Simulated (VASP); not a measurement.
EuO: single point with PBE+U

The system is EuO.

```
CELL_PARAMETERS angstrom
0.00000 2.55332 2.55332
2.55332 0.00000 2.55332
2.55332 2.55332 0.00000
ATOMIC_POSITIONS crystal
Eu 0.00000 0.00000 0.00000
O 0.50000 0.50000 0.50000
```

```
Program             : VASP 6.6.1
Task                : single point
Functional          : PBE
Potentials or basis : VASP PAW PBE potentials, release 64 (Eu, O)
Cutoff              : 600 eV
k mesh              : 10 × 10 × 10
Occupations         : gaussian, width 0.05 eV
Spin                : collinear spin, ferromagnetic start
Starting moments    : [7.42, -0.09] μB
Hubbard terms       : Eu f U = 6.0 eV
```

| Quantity | Value |
| --- | --- |
| Pressure | 3.3 GPa |
| Band gap on the k mesh | zero (filled and empty bands overlap) |
| Net moment | 7.00 μB per cell |
| Site moments | Eu +6.72; O -0.10 μB |
| Valence electrons inside the program's atomic spheres | Eu 14.97; O 4.97 |

Levels at points of the mesh, in eV from the Fermi level:
Spin up:
```tsv
k point	band 12	band 13	band 14	band 15	band 16	band 17	band 18	band 19
(0.00, 0.00, 0.00)	-0.51	0.01	0.01	0.01	0.97	2.90	2.90	2.90
(0.50, 0.00, 0.00)	-0.54	-0.54	-0.50	-0.50	3.53	5.73	5.73	6.11
(0.50, 0.50, 0.00)	-0.63	-0.50	-0.16	-0.16	-0.12	4.78	7.15	7.96
```
Spin down:
| k point | band 6 | band 7 | band 8 | band 9 | band 10 | band 11 |
| --- | --- | --- | --- | --- | --- | --- |
| (0.00, 0.00, 0.00) | -2.68 | -2.68 | -2.68 | 1.80 | 3.89 | 3.89 |
| (0.50, 0.00, 0.00) | -4.81 | -3.87 | -3.87 | 4.19 | 6.48 | 6.79 |
| (0.50, 0.50, 0.00) | -2.70 | -2.62 | -2.62 | 0.76 | 5.67 | 7.93 |

Eigenvalues of the final occupation matrices:
```tsv
site	spin	trace	eigenvalues
site 1 f	1	6.80	0.96 0.97 0.97 0.97 0.97 0.97 0.97
site 1 f	2	0.02	0.00 0.00 0.00 0.00 0.00 0.00 0.00
```

Wall time 3.7 min on 1 thread of Intel Xeon 8259CL, on a shared host, peak memory 0.25 GiB.

Caveat: the cell stands under pressure; spin-orbit coupling is left out, which moves the levels of the heavy elements; a cell with one magnetic atom can't hold antiferromagnetic order, which such compounds often take. The state reached can hang on the start; a lower one may exist.
